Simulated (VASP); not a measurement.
A run of VASP 6.6.1 is set up as follows.

Contents of INCAR:

```
SYSTEM = BaTe
PREC = Accurate
ENCUT = 600
EDIFF = 1E-6
ISMEAR = 0
SIGMA = 0.02
LREAL = .False.
LASPH = .True.
NELM = 100
ALGO = Normal
ISIF = 4
LWAVE = .False.
LCHARG = .False.
GGA = PE
IBRION = 2
NSW = 50
EDIFFG = -0.01
```

KPOINTS

```
Automatic mesh
0
Gamma
  6 6 4
  0 0 0
```

Contents of POSCAR:

```
BaTe
1.0
    4.8483718626      0.0000000000      0.0000000000
   -2.4241859313      4.1988132000      0.0000000000
    0.0000000000      0.0000000000      8.5031475506
Ba Te
2 2
Direct
    0.0000000000      0.0000000000      0.0000000000
    0.0000000000      0.0000000000      0.5000000000
    0.3333333333      0.6666666667      0.7500000000
    0.6666666667      0.3333333333      0.2500000000
```

Potentials or basis: VASP PAW PBE potentials, release 64 (Ba_sv, Te).

Command:

```bash
$ cat potpaw_PBE.64/Ba_sv/POTCAR potpaw_PBE.64/Te/POTCAR > POTCAR
$ mpirun -np 1 vasp_std > vasp.out
```

Q: Estimate the band gap on the k mesh.

A: 1.62 eV (least direct gap 1.66 eV).

Final structure:
```
Ba Te
1.0
     4.83985    0.00000    0.00000
    -2.41992    4.19143    0.00000
     0.00000    0.00000    8.53312
Ba Te
2 2
Direct
  0.00000 0.00000 0.00000
  0.00000 0.00000 0.50000
  0.33333 0.66667 0.75000
  0.66667 0.33333 0.25000
```

Caveat: spin-orbit coupling is left out, which moves the levels of the heavy elements. A k mesh can miss the band edges.
